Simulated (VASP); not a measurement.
Write the native input for VASP 6.6.1 that does the following.

```
Task                   : single point
Functional             : PBE
Potentials or basis    : VASP PAW PBE potentials, release 64 (C)
Cutoff                 : 600 eV
k mesh                 : 12 × 12 × 12
Occupations            : gaussian, width 0.02 eV
Spin                   : no spin polarisation
Dipole correction      : no
Further INCAR settings : ALGO = Normal; EDIFF = 1e-06; NBANDS = 11
```

The structure of C lies in POSCAR:

```
C
1.0
    0.0000000000      1.7493401220      1.7493401220
    1.7493401220      0.0000000000      1.7493401220
    1.7493401220      1.7493401220      0.0000000000
C
2
Direct
    0.0000000000      0.0000000000      0.0000000000
    0.2500000000      0.2500000000      0.2500000000
```

This cell differs from its parent crystal: volume scaled by 0.94.

These files were run (other wordings do the same):

INCAR

```
SYSTEM = C
ALGO = Normal
EDIFF = 1E-6
ENCUT = 600
GGA = PE
GGA_COMPAT = .False.
ISIF = 2
ISMEAR = 0
LASPH = .True.
LCHARG = .False.
LREAL = .False.
LWAVE = .False.
NBANDS = 11
NELM = 120
PREC = Accurate
SIGMA = 0.02
```

KPOINTS

```
k-points
0
Gamma
  12 12 12
  0 0 0
```

Potentials or basis: VASP PAW PBE potentials, release 64 (C).

Launch:

```sh
$ cat potpaw_PBE.64/C/POTCAR > POTCAR
$ mpirun -np 1 vasp_std > vasp.out
```

It gave:

The pressure is 30.2 GPa and the band gap on the k mesh is 4.29 eV, indirect (least direct gap 5.75 eV).

Run time: 6.3 s on 1 thread of Intel Xeon 6975P-C, on a shared host, peak memory 0.12 GiB.
